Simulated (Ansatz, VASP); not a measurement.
**NaI: VASP beside Ansatz**

```xyz
2
Lattice="4.0624 0.0000 0.0000 0.0000 4.0624 0.0000 0.0000 0.0000 4.0624" Properties=species:S:1:pos:R:3 pbc="T T T"
Na    0.0000    0.0000    0.0000
I     2.0312    2.0312    2.0312
```

Alike in both runs: task single point; functional PBE; k mesh 6 × 6 × 6; no spin polarisation.

|  | VASP | Ansatz |
| --- | --- | --- |
| version | VASP 6.6.1 | Ansatz 0.2.0 |
| potentials or method | VASP PAW PBE potentials, release 64 (Na_pv, I) | plane waves, PAW |
| plane-wave cutoff (eV) | 520 | 420 |
| occupations | gaussian, width 0.01 eV | fixed |
| valence electrons in the cell | 14 | 26 |

VASP gave:

| Quantity | Value |
| --- | --- |
| gap on the k mesh at the Fermi level (eV) | 2.27 |
| pressure (GPa) | 0.0 |

Q: Estimate Ansatz's values.

A: gap on the k mesh at the Fermi level (eV): 2.28; pressure (GPa): 0.0.

VASP's potentials hold 14 valence electrons a cell and Ansatz's 26, so a difference there can come from the potentials and not from the codes.

Spin-orbit coupling is off throughout.
